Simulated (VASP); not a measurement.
Wanted: the native input for a VASP 6.6.1 run.

```yaml
Task: single point
Functional: PBE
Potentials_or_basis: VASP PAW PBE potentials, release 64 (Sb)
Cutoff: 500 eV
k_mesh: 1 × 1 × 3
Occupations: gaussian, width 0.1 eV
Spin: collinear spin, ferromagnetic start
Starting_moments: "[0.2, 0.2] μB"
Dipole_correction: no
Further_INCAR_settings: ALGO = Normal; EDIFF = 1e-06; NBANDS = 16
```

The structure of Sb lies in POSCAR:

```
Sb
1.0
    3.1224020000      0.0000000000      0.0000000000
    0.0000000000      4.3475180000      0.0000000000
   -0.0389150000      0.0000000000      4.4058520000
Sb
2
Direct
    0.9886110000      0.7500000000      0.7588340000
    0.0113890000      0.2500000000      0.2411660000
```

The input as run:

INCAR

```
SYSTEM = Sb
PREC     = Accurate       ! precision mode
ENCUT    = 500            ! plane-wave cutoff, eV
EDIFF    = 1E-6           ! SCF threshold, eV
ISMEAR   = 0              ! smearing method
SIGMA    = 0.1            ! smearing width, eV
LREAL    = .FALSE.        ! projectors in reciprocal space
LASPH    = .TRUE.         ! aspherical terms in the spheres
NELM     = 200            ! most SCF steps
ALGO     = Normal         ! electronic algorithm
ISIF     = 2              ! what is computed and relaxed
LWAVE    = .FALSE.        ! write WAVECAR
LCHARG   = .FALSE.        ! write CHGCAR
ISPIN    = 2              ! spin polarisation
MAGMOM   = 0.2 0.2        ! initial moments
LORBIT   = 11             ! projections on sites
GGA      = PE             ! functional
NBANDS   = 16             ! bands
GGA_COMPAT= .FALSE.
```

KPOINTS

```
Automatic mesh
0
G
  1 1 3
  0 0 0
```

Potentials or basis: VASP PAW PBE potentials, release 64 (Sb).

Run with:

```sh
$ cat potpaw_PBE.64/Sb/POTCAR > POTCAR
$ mpirun -np 1 vasp_std > vasp.out
```

Results of the run:

```json
{
 "Pressure": "-2.9 GPa",
 "Largest force": "0.730 eV/Å",
 "Net moment": "0.67 μB per cell",
 "Site moments": "Sb +0.14 μB",
 "Valence electrons inside the program's atomic spheres": "Sb 2.33"
}
```

Caveat: the k points lie up to 2.01 Å⁻¹ apart.

It took 7.9 s on 1 thread of Intel Xeon 6975P-C, on a shared host, peak memory 0.17 GiB.
